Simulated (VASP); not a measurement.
# MgI2 (P-1) in VASP: a series of runs, part 2 of 2

VASP 6.6.1.

## Step 3: Single point, PBE (engineering shear strain xz -0.0733, normal strain along z -0.0267)

File INCAR:

```
PREC = Accurate
ENCUT = 520
EDIFF = 1E-6
ISMEAR = 0
SIGMA = 0.05
LREAL = F
LASPH = T
NELM = 60
ALGO = Normal
ISIF = 2
LWAVE = F
LCHARG = F
GGA = PE
NBANDS = 15
```

File KPOINTS:

```
Automatic mesh
0
Gamma
  6 6 4
```

File POSCAR:

```
MgI2
1.0
    4.2072027146      0.0000000000     -0.1541939795
   -2.1036013573      3.6435444297      0.0770969897
   -0.2862996457      0.0000000000      7.6031499370
Mg I
1 2
Direct
    0.0000000000      0.0000000000      0.0000000000
    0.3056973706      0.6671988273      0.7797536390
    0.6943026294      0.3328011727      0.2202463610
```

Potentials or basis: VASP PAW PBE potentials, release 64 (Mg, I).

On the command line:

```sh
> cat potpaw_PBE.64/Mg/POTCAR potpaw_PBE.64/I/POTCAR > POTCAR
> mpirun -np 1 vasp_std > vasp.out
```

Run time: 38 s. Hardware: 1 thread of Intel Xeon 6975P-C (Granite Rapids), shared host; peak memory 0.32 GiB.

The run converged. Its results:

| Property | Result |
| --- | --- |
| Free energy | -7.7367 eV |
| Pressure | 0.0 GPa |
| Largest force | 0.015 eV/Å |
| Band gap on the k mesh | 3.55 eV, indirect (least direct gap 3.69 eV) |

Forces on the atoms (eV/Å):
```
Mg   0.000  0.000  0.000
I   -0.006 -0.002  0.014
I    0.006  0.002 -0.014
```

Stress tensor (GPa, compression positive):
```
-0.05  0.01  0.07
 0.01 -0.03  0.02
 0.07  0.02  0.06
```

Levels at points of the mesh, in eV from the valence-band top:
| k point | band 6 | band 7 | band 8 | band 9 | band 10 | band 11 |
| --- | --- | --- | --- | --- | --- | --- |
| (0.00, 0.00, 0.00) | -0.20 | -0.01 | 0.00 | 3.69 | 4.89 | 6.68 |
| (0.50, 0.00, 0.00) | -1.15 | -0.74 | -0.38 | 3.72 | 5.51 | 5.89 |
| (0.50, 0.50, 0.00) | -1.16 | -0.55 | -0.39 | 3.61 | 5.36 | 5.67 |
| (0.00, 0.50, 0.00) | -1.15 | -0.64 | -0.40 | 3.67 | 5.43 | 5.81 |
| (0.00, 0.00, 0.50) | -0.27 | -0.05 | -0.01 | 4.40 | 4.88 | 6.62 |
| (0.50, 0.00, 0.50) | -1.11 | -0.52 | -0.44 | 3.55 | 5.33 | 5.67 |
| (0.50, 0.50, 0.50) | -1.10 | -0.73 | -0.45 | 3.66 | 5.55 | 5.89 |
| (0.00, 0.50, 0.50) | -1.10 | -0.64 | -0.45 | 3.60 | 5.41 | 5.75 |

Caveat: the cell differs from its parent crystal (engineering shear strain xz -0.0733, normal strain along z -0.0267); spin-orbit coupling is left out, which moves the levels of the heavy elements.

## Step 4: Single point, PBE (engineering shear strain xz -0.1467, normal strain along z -0.0133)

File INCAR:

```
PREC = Accurate
ENCUT = 520
EDIFF = 1E-6
ISMEAR = 0
SIGMA = 0.05
LREAL = False
LASPH = True
NELM = 60
ALGO = Normal
ISIF = 2
LWAVE = False
LCHARG = False
GGA = PE
NBANDS = 15
```

File KPOINTS:

```
regular mesh
0
Gamma
  6 6 4
```

File POSCAR:

```
MgI2
1.0
    4.2072027146      0.0000000000     -0.3085983191
   -2.1036013573      3.6435444297      0.1542991596
   -0.5729898776      0.0000000000      7.7078270244
Mg I
1 2
Direct
    0.0000000000      0.0000000000      0.0000000000
    0.2757704080      0.6674508751      0.7819406513
    0.7242295920      0.3325491249      0.2180593487
```

On the command line:

```sh
> cat potpaw_PBE.64/Mg/POTCAR potpaw_PBE.64/I/POTCAR > POTCAR
> mpirun -np 1 vasp_std > vasp.out
```

Run time: 44 s. Hardware: 1 thread of Intel Xeon 6975P-C (Granite Rapids), shared host; peak memory 0.33 GiB.

It converged, with:

```
Free energy            : -7.7350 eV
Pressure               : 0.0 GPa
Largest force          : 0.005 eV/Å
Band gap on the k mesh : 3.51 eV, indirect (least direct gap 3.69 eV)
```

Forces on the atoms (eV/Å):
```
Mg   0.000  0.000  0.000
I    0.001  0.000  0.005
I   -0.001  0.000 -0.005
```

Stress tensor (GPa, compression positive):
```
-0.11  0.01  0.06
 0.01 -0.03  0.05
 0.06  0.05  0.14
```

Levels at points of the mesh, in eV from the valence-band top:
```
           k point  band 5  band 6  band 7  band 8  band 9  band 10  band 11  band 12
(0.00, 0.00, 0.00)   -0.29   -0.20   -0.03    0.00    3.69     4.89     6.64     6.68
(0.50, 0.00, 0.00)   -1.31   -1.15   -0.81   -0.39    3.74     5.60     6.02     7.11
(0.50, 0.50, 0.00)   -1.41   -1.15   -0.47   -0.38    3.56     5.31     5.60     7.22
(0.00, 0.50, 0.00)   -1.43   -1.15   -0.62   -0.43    3.66     5.41     5.89     7.32
(0.00, 0.00, 0.50)   -0.31   -0.28   -0.04   -0.01    4.38     4.86     6.63     6.65
(0.50, 0.00, 0.50)   -1.23   -1.12   -0.46   -0.41    3.51     5.28     5.60     6.62
(0.50, 0.50, 0.50)   -1.14   -1.10   -0.80   -0.44    3.71     5.70     5.99     6.20
(0.00, 0.50, 0.50)   -1.16   -1.08   -0.67   -0.42    3.59     5.42     5.71     6.36
```

Caveat: the cell differs from its parent crystal (engineering shear strain xz -0.1467, normal strain along z -0.0133); spin-orbit coupling is left out, which moves the levels of the heavy elements.

## Step 5: Single point, PBE (engineering shear strain xz -0.0733, normal strain along z -0.0133)

File INCAR:

```
ALGO = Normal ; EDIFF = 1E-6
ENCUT = 520 ; GGA = PE
ISIF = 2 ; ISMEAR = 0
LASPH = True ; LCHARG = False
LREAL = False ; LWAVE = False
NBANDS = 15 ; NELM = 100
PREC = Accurate ; SIGMA = 0.05
```

File KPOINTS:

```
k-points
0
Gamma
  6 6 4
```

File POSCAR:

```
MgI2
1.0
    4.2072027146      0.0000000000     -0.1541939795
   -2.1036013573      3.6435444297      0.0770969897
   -0.2862996457      0.0000000000      7.7078270244
Mg I
1 2
Direct
    0.0000000000      0.0000000000      0.0000000000
    0.3050762936      0.6670648685      0.7826963257
    0.6949237064      0.3329351315      0.2173036743
```

On the command line:

```sh
> cat potpaw_PBE.64/Mg/POTCAR potpaw_PBE.64/I/POTCAR > POTCAR
> mpirun -np 1 vasp_std > vasp.out
```

It took 58 s on 1 thread of Intel Xeon 6975P-C (Granite Rapids), shared host; peak memory 0.31 GiB.

The run converged. Its results:

```yaml
Free_energy: -7.7377 eV
Pressure: 0.0 GPa
Largest_force: 0.012 eV/Å
Band_gap_on_the_k_mesh: 3.55 eV, indirect (least direct gap 3.70 eV)
```

Forces in eV/Å, atoms in the order of the input:
```
Mg   0.000  0.000  0.000
I   -0.002 -0.001  0.011
I    0.002  0.001 -0.011
```

Levels at points of the mesh, in eV from the valence-band top:
| k point | band 5 | band 6 | band 7 | band 8 | band 9 | band 10 | band 11 | band 12 |
| --- | --- | --- | --- | --- | --- | --- | --- | --- |
| (0.00, 0.00, 0.00) | -0.28 | -0.24 | -0.01 | 0.00 | 3.70 | 4.89 | 6.68 | 6.69 |
| (0.50, 0.00, 0.00) | -1.37 | -1.15 | -0.73 | -0.39 | 3.71 | 5.51 | 5.90 | 7.25 |
| (0.50, 0.50, 0.00) | -1.41 | -1.15 | -0.56 | -0.39 | 3.61 | 5.37 | 5.68 | 7.24 |
| (0.00, 0.50, 0.00) | -1.41 | -1.15 | -0.64 | -0.40 | 3.66 | 5.43 | 5.81 | 7.27 |
| (0.00, 0.00, 0.50) | -0.28 | -0.27 | -0.04 | -0.01 | 4.38 | 4.88 | 6.63 | 6.65 |
| (0.50, 0.00, 0.50) | -1.19 | -1.11 | -0.54 | -0.44 | 3.55 | 5.33 | 5.67 | 6.44 |
| (0.50, 0.50, 0.50) | -1.13 | -1.11 | -0.72 | -0.45 | 3.66 | 5.56 | 5.87 | 6.21 |
| (0.00, 0.50, 0.50) | -1.14 | -1.11 | -0.64 | -0.44 | 3.60 | 5.42 | 5.74 | 6.32 |

Caveat: the cell differs from its parent crystal (engineering shear strain xz -0.0733, normal strain along z -0.0133); spin-orbit coupling is left out, which moves the levels of the heavy elements. A k mesh can miss the band edges.

## Step 6: Single point, PBE (engineering shear strain xz -0.2200, normal strain along z +0.0000)

File INCAR:

```
PREC = Accurate
ENCUT = 520
EDIFF = 1E-7
ISMEAR = 0
SIGMA = 0.05
LREAL = F
LASPH = T
NELM = 100
ALGO = Normal
ISIF = 2
LWAVE = F
LCHARG = F
GGA = PE
NBANDS = 15
```

File KPOINTS:

```
regular mesh
0
Gamma
  6 6 4
```

File POSCAR:

```
MgI2
1.0
    4.2072027146      0.0000000000     -0.4627922986
   -2.1036013573      3.6435444297      0.2313961493
   -0.8592895233      0.0000000000      7.8117229395
Mg I
1 2
Direct
    0.0000000000      0.0000000000      0.0000000000
    0.2472165214      0.6680463082      0.7830968956
    0.7527834786      0.3319536918      0.2169031044
```

Potentials or basis: VASP PAW PBE potentials, release 64 (Mg, I).

On the command line:

```sh
> cat potpaw_PBE.64/Mg/POTCAR potpaw_PBE.64/I/POTCAR > POTCAR
> mpirun -np 1 vasp_std > vasp.out
```

Wall time 71 s (1 thread of Intel Xeon 6975P-C (Granite Rapids), shared host); peak memory 0.32 GiB.

The run converged. Its results:

```
Free energy            : -7.7331 eV
Pressure               : 0.0 GPa
Largest force          : 0.006 eV/Å
Band gap on the k mesh : 3.50 eV, indirect (least direct gap 3.69 eV)
```

Forces in eV/Å, atoms in the order of the input:
```
Mg   0.000  0.000  0.000
I   -0.001 -0.002  0.005
I    0.001  0.002 -0.005
```

Stress tensor (GPa, compression positive):
```
-0.22  0.01  0.08
 0.01 -0.05  0.08
 0.08  0.08  0.18
```

Levels at points of the mesh, in eV from the valence-band top:
```
           k point  band 4  band 5  band 6  band 7  band 8  band 9  band 10  band 11  band 12  band 13
(0.00, 0.00, 0.00)   -0.31   -0.29   -0.19   -0.05    0.00    3.69     4.89     6.59     6.67     7.05
(0.50, 0.00, 0.00)   -2.67   -1.24   -1.13   -0.84   -0.40    3.76     5.68     6.08     6.78     7.36
(0.50, 0.50, 0.00)   -2.72   -1.36   -1.14   -0.44   -0.36    3.52     5.28     5.57     7.09     7.42
(0.00, 0.50, 0.00)   -2.66   -1.42   -1.16   -0.59   -0.46    3.65     5.40     5.97     7.39     7.53
(0.00, 0.00, 0.50)   -0.89   -0.32   -0.29   -0.04   -0.01    4.35     4.84     6.63     6.65     7.33
(0.50, 0.00, 0.50)   -2.76   -1.29   -1.13   -0.44   -0.36    3.50     5.27     5.57     6.82     7.48
(0.50, 0.50, 0.50)   -2.70   -1.17   -1.11   -0.83   -0.42    3.74     5.75     6.07     6.35     7.46
(0.00, 0.50, 0.50)   -2.76   -1.19   -1.05   -0.68   -0.42    3.58     5.41     5.68     6.42     7.24
```

Caveat: the cell differs from its parent crystal (engineering shear strain xz -0.2200, normal strain along z +0.0000); spin-orbit coupling is left out, which moves the levels of the heavy elements.

## Step 7: Summary

```csv
cell,gap on the mesh (eV),pressure (GPa),largest force (eV/Å)
"a = 4.233, b = 4.214, c = 7.756 Å, angles 83.7, 102.6, 120.1°, 3 atoms",3.48,0.0,0.01
"a = 4.210, b = 4.208, c = 7.609 Å, angles 87.9, 94.3, 120.0°, 3 atoms",3.55,0.0,0.01
"a = 4.219, b = 4.210, c = 7.729 Å, angles 85.8, 98.4, 120.1°, 3 atoms",3.51,0.0,0.01
"a = 4.210, b = 4.208, c = 7.713 Å, angles 87.9, 94.2, 120.0°, 3 atoms",3.55,0.0,0.01
"a = 4.233, b = 4.214, c = 7.859 Å, angles 83.7, 102.6, 120.1°, 3 atoms",3.50,0.0,0.01
```

Alike in all rows: task single point; level PBE; potentials or basis VASP PAW PBE potentials, release 64 (Mg, I); no spin polarisation; k mesh 6 × 6 × 4; cutoff (eV) 520; smearing gaussian 0.05 eV.

Caveats: spin-orbit coupling is left out, which moves the levels of the heavy elements.

Total energies depend on the potentials used, so only differences within one code and one set of settings carry meaning.
